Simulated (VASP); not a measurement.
# GaAs (F-43m) in VASP: a series of runs

The runs below take GaAs through relaxation of cell and atoms, with LDA.

All numbers are computed with VASP 6.6.1; they aren't measurements. Logs are shortened: lines on timing, memory, paths and dates and some standing lists are left out, and cuts for length are marked.

### Step 1. The cell of the first run

It takes space group F-43m (No. 216, cubic). Conventional cell: a = 5.603 Å, b = 5.603 Å, c = 5.603 Å, α = 90.00°, β = 90.00°, γ = 90.00°. Within 3.2 Å of Ga (site symmetry -43m) lie 4 As at 2.43 Å. As (site symmetry -43m) has 4 Ga at 2.43 Å within 3.2 Å.

### Step 2. Relaxation of cell and atoms, LDA, target pressure 10 GPa, at which the enthalpy is minimised

Contents of INCAR:

```
SYSTEM = GaAs
ALGO = Normal
EDIFF = 1E-7
EDIFFG = -0.002
ENCUT = 600
GGA = CA
IBRION = 2
ISIF = 3
ISMEAR = 0
LASPH = .True.
LCHARG = .False.
LREAL = .False.
LWAVE = .False.
NELM = 100
NSW = 100
PREC = Accurate
PSTRESS = 100.0
SIGMA = 0.01
```

Contents of KPOINTS:

```
k-points
0
Gamma
  8 8 8
  0 0 0
```

Contents of POSCAR:

```
GaAs
1.0
    0.0000000000      2.8014974874      2.8014974874
    2.8014974874      0.0000000000      2.8014974874
    2.8014974874      2.8014974874      0.0000000000
Ga As
1 1
Direct
    0.0000000000      0.0000000000      0.0000000000
    0.7500000000      0.7500000000      0.7500000000
```

Potentials or basis: VASP PAW LDA potentials, release 64 (Ga_d, As).

Run with:

```
cat potpaw_LDA.64/Ga_d/POTCAR potpaw_LDA.64/As/POTCAR > POTCAR
mpirun -np 1 vasp_std > vasp.out
```

OUTCAR:

```text
SYSTEM = GaAs
   EDIFF = 1E-7
   EDIFFG = -0.002
   ENCUT = 600
   GGA = CA
   IBRION = 2
   ISIF = 3
   ISMEAR = 0
   LASPH = .True.
   LREAL = .False.
   NELM = 100
   NSW = 100
   PREC = Accurate
   PSTRESS = 100.0

 ion  position               nearest neighbor table
   1  0.000  0.000  0.000-   2 2.43   2 2.43   2 2.43   2 2.43
   2  0.750  0.750  0.750-   1 2.43   1 2.43   1 2.43   1 2.43

  LATTYP: Found a face centered cubic cell.
 ALAT       =     5.6029949748

  Lattice vectors:

 A1 = (   0.0000000000,   2.8014974874,   2.8014974874)
 A2 = (   2.8014974874,   0.0000000000,   2.8014974874)
 A3 = (   2.8014974874,   2.8014974874,   0.0000000000)

Analysis of symmetry for initial positions (statically):
=====================================================================
 Subroutine PRICEL returns:
 Original cell was already a primitive cell.

 Routine SETGRP: Setting up the symmetry group for a
 face centered cubic supercell.

 Subroutine GETGRP returns: Found 24 space group operations
 (whereof 24 operations were pure point group operations)
 out of a pool of 48 trial point group operations.

The static configuration has the point symmetry T_d .

Analysis of symmetry for dynamics (positions and initial velocities):
=====================================================================
 Subroutine PRICEL returns:
 Original cell was already a primitive cell.

 Routine SETGRP: Setting up the symmetry group for a
 face centered cubic supercell.

 Subroutine GETGRP returns: Found 24 space group operations
 (whereof 24 operations were pure point group operations)
 out of a pool of 48 trial point group operations.

The dynamic configuration has the point symmetry T_d .

 Subroutine INISYM returns: Found 24 space group operations
 (whereof 24 operations are pure point group operations),
 and found     1 'primitive' translations

----------------------------------------------------------------------------------------

                                     Primitive cell

  volume of cell :      43.9745

  direct lattice vectors                    reciprocal lattice vectors
     0.000000000  2.801497487  2.801497487    -0.178475977  0.178475977  0.178475977
     2.801497487  0.000000000  2.801497487     0.178475977 -0.178475977  0.178475977
     2.801497487  2.801497487  0.000000000     0.178475977  0.178475977 -0.178475977

  length of vectors
     3.961915742  3.961915742  3.961915742     0.309129459  0.309129459  0.309129459

  position of ions in fractional coordinates (direct lattice)
     0.000000000  0.000000000  0.000000000
     0.750000000  0.750000000  0.750000000

  ion indices of the primitive-cell ions
   primitive index   ion index
                 1           1
                 2           2

----------------------------------------------------------------------------------------

 KPOINTS: k-points

Automatic generation of k-mesh.
 Grid dimensions read from file:
 generate k-points for:    8    8    8

 Generating k-lattice:

  Cartesian coordinates                     Fractional coordinates (reciprocal lattice)
    -0.022309497  0.022309497  0.022309497     0.125000000  0.000000000  0.000000000
     0.022309497 -0.022309497  0.022309497     0.000000000  0.125000000  0.000000000
     0.022309497  0.022309497 -0.022309497     0.000000000  0.000000000  0.125000000

  Length of vectors
     0.038641182  0.038641182  0.038641182

  Shift w.r.t. Gamma in fractional coordinates (k-lattice)
     0.000000000  0.000000000  0.000000000

 Subroutine IBZKPT returns following result:
 ===========================================

 Found     29 irreducible k-points:

 Following reciprocal coordinates:
            Coordinates               Weight
  0.000000  0.000000  0.000000      1.000000
  0.125000  0.000000  0.000000      8.000000
  0.250000  0.000000  0.000000      8.000000
  0.375000  0.000000  0.000000      8.000000
  0.500000  0.000000  0.000000      4.000000
  0.125000  0.125000  0.000000      6.000000
[... 16 lines left out ...]
  0.500000  0.250000  0.125000     48.000000
 -0.375000  0.250000  0.125000     24.000000
 [... further k-points ...]
   k-points           NKPTS =     29   k-points in BZ     NKDIM =     29   number of bands    NBANDS=     13
   number of dos      NEDOS =    301   number of ions     NIONS =      2
   total plane-waves  NPLWV =  32768
   dimension x,y,z NGX =    32 NGY =   32 NGZ =   32
   dimension x,y,z NGXF=    64 NGYF=   64 NGZF=   64
   ions per type =               1   1
   NGX,Y,Z   is equivalent  to a cutoff of  13.43, 13.43, 13.43 a.u.
   NGXF,Y,Z  is equivalent  to a cutoff of  26.86, 26.86, 26.86 a.u.
 SYSTEM =  GaAs
   PREC   = accura    normal or accurate (medium, high low for compatibility)
   ISTART =      0    job   : 0-new  1-cont  2-samecut
   ICHARG =      2    charge: 1-file 2-atom 10-const
   ISPIN  =      1    spin polarized calculation?
   LNONCOLLINEAR =      F non collinear calculations
   LSORBIT =      F    spin-orbit coupling
   LASPH  =      T    aspherical Exc in radial PAW
   ENCUT  =  600.0 eV  44.10 Ry    6.64 a.u.   7.91  7.91  7.91*2*pi/ulx,y,z
   NELM   =    100;   NELMIN=  2; NELMDL= -5     # of ELM steps
   EDIFF  = 0.1E-06   stopping-criterion for ELM
   LREAL  =      F    real-space projection
   EDIFFG = -.2E-02   stopping-criterion for IOM
   NSW    =    100    number of steps for IOM
   IBRION =      2    ionic relax: 0-MD 1-quasi-New 2-CG
   NFREE  =      1    steps in history (QN), initial steepest desc. (CG)
   ISIF   =      3    stress and relaxation
   ISYM   =      2    0-nonsym 1-usesym 2-fastsym
   POTIM  = 0.5000    time-step for ionic-motion
   TEBEG  =    0.0;   TEEND  =   0.0 temperature during run
   PSTRESS=  100.0 pullay stress
   NELECT =      18.0000    total number of electrons
   NUPDOWN=      -1.0000    fix difference up-down
   EMIN   =  10.00;   EMAX   =-10.00  energy-range for DOS
   EFERMI =   0.00;   METHOD = LEGACY
   ISMEAR =     0;   SIGMA  =   0.01  broadening in eV -4-tet -1-fermi 0-gaus
   EFERMI_NEDOS =   21; number of points for ismear=-14 and -15
   IALGO  =     38    algorithm
   IMIX   =      4    mixing-type and parameters
     AMIX     =   0.40;   BMIX     =  1.00
     AMIX_MAG =   1.60;   BMIX_MAG =  1.00
  volume/ion in A,a.u.               =      21.99       148.38
  Fermi-wavevector in a.u.,A,eV,Ry     =   1.215529  2.297017 20.102764  1.477511
  Thomas-Fermi vector in A             =   2.350913
   LORBIT       =      0    0 simple, 1 ext, 2 COOP (PROOUT), +10 PAW based schemes
   GGA     = CA    functional components
   LHFCALC =     F    Hartree Fock is set to
   AEXX    =    0.0000 exact exchange contribution
   IVDW    =     0    specifies the selected vdW correction
   LEPSILON=     F    determine dielectric tensor
   LRPA    =     F    only Hartree local field effects (RPA)
 conjugate gradient relaxation of ions
 non-spin polarized calculation
 Gauss-broadening in eV      SIGMA  =   0.01
  energy-cutoff  :      600.00
  volume of cell :       43.97
 maximum number of plane-waves:      1480
   NGX = 15   NGY = 15   NGZ = 15

--------------------------------------- Ionic step        1  -------------------------------------------

 number of electron      18.0000004 magnetization

 Free energy of the ion-electron system (eV)
  ---------------------------------------------------
  ext. energy  EPLUGINS =         0.00000000
  ---------------------------------------------------
  free energy    TOTEN  =        -9.63672321 eV

  energy without entropy =       -9.63672321  energy(sigma->0) =       -9.63672321

------------------------ aborting loop because EDIFF is reached ----------------------------------------

  FORCE on cell =-STRESS in cart. coord.  units (eV):
  Direction    XX          YY          ZZ          XY          YZ          ZX
  --------------------------------------------------------------------------------------
  -------------------------------------------------------------------------------------
  Total        0.0804567      0.0804567      0.0804567      0.0000000      0.0000000      0.0000000
  in kB        2.9313803      2.9313803      2.9313803      0.0000000      0.0000000      0.0000000
  external PRESSURE =     -97.0686197 kB  Pullay stress =     100.0000000 kB
[... 175 lines left out ...]
  enthalpy is  TOTEN    =        -7.0321889844 eV   P V=        2.4812868563

--------------------------------------- Ionic step        6  -------------------------------------------

 number of electron      18.0000007 magnetization

 Free energy of the ion-electron system (eV)
  ---------------------------------------------------
  ext. energy  EPLUGINS =         0.00000000
  ---------------------------------------------------
  free energy    TOTEN  =        -9.51215823 eV

  energy without entropy =       -9.51215823  energy(sigma->0) =       -9.51215823

 E-fermi :   5.2303     XC(G=0): -10.4908

 val. band max:        5.1209869964   @ k =   0.0000   0.0000   0.0000
 cond. band min:       6.2009728601   @ k =   0.5000   0.5000   0.0000
 fundamental gap:      1.0799858637
 Fermi energy:         5.2302646041

 k-point     1 :       0.0000    0.0000    0.0000
  band No.  band energies     occupation
      1     -10.1042      2.00000
      2     -10.1042      2.00000
      3     -10.1042      2.00000
      4      -9.9893      2.00000
      5      -9.9893      2.00000
      6      -8.6465      2.00000
      7       5.1210      2.00000
      8       5.1210      2.00000
      9       5.1210      2.00000
     10       6.4578      0.00000
     11       8.8092      0.00000
     12       8.8092      0.00000
     13       8.8092      0.00000
[... 353 lines left out ...]
 k-point    24 :      -0.3750    0.2500    0.1250
  band No.  band energies     occupation
      1     -10.2415      2.00000
      2     -10.0675      2.00000
      3     -10.0557      2.00000
      4      -9.9970      2.00000
      5      -9.9846      2.00000
      6      -6.0301      2.00000
      7      -2.0790      2.00000
      8       1.3504      2.00000
      9       2.7887      2.00000
     10       8.4432      0.00000
     11       9.1441      0.00000
     12      11.8422      0.00000
     13      13.2618      0.00000

 [... further k-points ...]

------------------------ aborting loop because EDIFF is reached ----------------------------------------

  FORCE on cell =-STRESS in cart. coord.  units (eV):
  Direction    XX          YY          ZZ          XY          YZ          ZX
  --------------------------------------------------------------------------------------
  -------------------------------------------------------------------------------------
  Total        2.4801531      2.4801531      2.4801531      0.0000000      0.0000000     -0.0000000
  in kB      100.0075903    100.0075903    100.0075903      0.0000000      0.0000000     -0.0000000
  external PRESSURE =       0.0075903 kB  Pullay stress =     100.0000000 kB
[... 17 lines left out ...]
  FREE ENERGIE OF THE ION-ELECTRON SYSTEM (eV)
  ---------------------------------------------------
  free  energy   TOTEN  =        -9.5121582332 eV

  energy  without entropy=       -9.5121582332  energy(sigma->0) =       -9.51215823

  enthalpy is  TOTEN    =        -7.0321934085 eV   P V=        2.4799648246

 reached required accuracy - stopping structural energy minimisation
```

Wall time 40 s (1 thread of Intel Xeon Platinum 8559C (Emerald Rapids), shared host); peak memory 0.17 GiB.

What came out:

```yaml
Free_energy: -9.5122 eV
Relaxed_volume: 19.87 Å³/atom
Relaxed_cell: a = 3.830 Å, b = 3.830 Å, c = 3.830 Å, α = 60.00°, β = 60.00°, γ = 60.00°
Space_group_after_relaxing_to_0.05_Å: F-43m (No. 216)
Energy_change_on_relaxing_the_enthalpy_is_what_falls: +62.3 meV/atom
Ionic_steps: 6
Pressure_after_relaxing: 10.0 GPa
Band_gap_on_the_k_mesh: 1.08 eV, indirect (least direct gap 1.34 eV)
```

The path:
```tsv
step	energy change (eV)	largest force (eV/Å)	pressure (GPa)	volume (Å³)
1	0.0000	0.0000	0.29	43.97
2	0.5055	0.0000	24.05	36.03
3	0.1202	0.0000	9.79	39.80
4	0.1252	0.0000	10.05	39.72
5	0.1232	0.0000	9.93	39.75
6	0.1246	0.0000	10.00	39.73
```

Final structure:
```xyz
2
Lattice="0.0000 2.7084 2.7084 2.7084 0.0000 2.7084 2.7084 2.7084 0.0000" Properties=species:S:1:pos:R:3 pbc="T T T"
Ga    0.0000    0.0000    0.0000
As    4.0626    4.0626    4.0626
```

Levels at points of the mesh, in eV from the valence-band top:
```
           k point  band 6  band 7  band 8  band 9  band 10  band 11  band 12  band 13
(0.00, 0.00, 0.00)  -13.77    0.00    0.00    0.00     1.34     3.69     3.69     3.69
(0.50, 0.00, 0.00)  -11.57   -7.46   -1.36   -1.36     1.24     4.60     4.60     7.65
(0.50, 0.50, 0.00)  -10.65   -7.52   -3.18   -3.18     1.08     1.45    11.09    11.09
```

Caveat: the cell is relaxed towards a set pressure, so the enthalpy falls and the energy may rise. LDA usually gives volumes a few per cent too small.

### Step 3. Relaxation of cell and atoms, LDA, target pressure 15 GPa, at which the enthalpy is minimised

Contents of INCAR:

```
SYSTEM = GaAs
  PREC = Accurate
  ENCUT = 600
  EDIFF = 1E-7
  ISMEAR = 0
  SIGMA = 0.01
  LREAL = .False.
  LASPH = .True.
  NELM = 60
  ALGO = Normal
  ISIF = 3
  LWAVE = .False.
  LCHARG = .False.
  GGA = CA
  IBRION = 2
  NSW = 100
  EDIFFG = -0.002
  PSTRESS = 150.0
```

Contents of KPOINTS:

```
Automatic mesh
0
Gamma
  8 8 8
  0 0 0
```

POSCAR is that of step 2.

Potentials or basis: VASP PAW LDA potentials, release 64 (Ga_d, As).

Run with:

```
cat potpaw_LDA.64/Ga_d/POTCAR potpaw_LDA.64/As/POTCAR > POTCAR
mpirun -np 1 vasp_std > vasp.out
```

Run time: 83 s. Hardware: 1 thread of Intel Xeon Platinum 8559C (Emerald Rapids), shared host; peak memory 0.17 GiB.

It converged, with:

| Item | Value |
| --- | --- |
| Free energy | -9.3940 eV |
| Relaxed volume | 19.10 Å³/atom |
| Relaxed cell | a = 3.781 Å, b = 3.781 Å, c = 3.781 Å, α = 60.00°, β = 60.00°, γ = 60.00° |
| Space group after relaxing (to 0.05 Å) | F-43m (No. 216) |
| Energy change on relaxing (the enthalpy is what falls) | +121.3 meV/atom |
| Ionic steps | 9 |
| Pressure after relaxing | 15.0 GPa |
| Band gap on the k mesh | 0.99 eV, indirect (least direct gap 1.66 eV) |

The path:
```
step  energy change (eV)  largest force (eV/Å)  pressure (GPa)  volume (Å³)
   1              0.0000                0.0000            0.29        43.97
   2              1.3015                0.0000           46.90        32.34
   3              0.2241                0.0000           14.28        38.41
   4              0.2394                0.0000           14.86        38.24
   5              0.2496                0.0000           15.25        38.14
   6              0.2356                0.0000           14.72        38.29
   7              0.2429                0.0000           15.02        38.21
   8              0.2423                0.0000           14.96        38.21
   9              0.2427                0.0000           15.00        38.21
```

Final structure:
```xyz
2
Lattice="0.0000 2.6733 2.6733 2.6733 0.0000 2.6733 2.6733 2.6733 0.0000" Properties=species:S:1:pos:R:3 pbc="T T T"
Ga    0.0000    0.0000    0.0000
As    4.0099    4.0099    4.0099
```

Levels at points of the mesh, in eV from the valence-band top:
```tsv
k point	band 5	band 6	band 7	band 8	band 9	band 10	band 11	band 12	band 13
(0.00, 0.00, 0.00)	-15.21	-14.11	0.00	0.00	0.00	1.66	3.68	3.68	3.68
(0.50, 0.00, 0.00)	-15.21	-11.76	-7.73	-1.43	-1.43	1.37	4.60	4.60	7.65
(0.50, 0.50, 0.00)	-15.19	-10.79	-7.74	-3.34	-3.34	0.99	1.40	11.43	11.43
```

Caveat: the cell is relaxed towards a set pressure, so the enthalpy falls and the energy may rise. LDA usually gives volumes a few per cent too small.
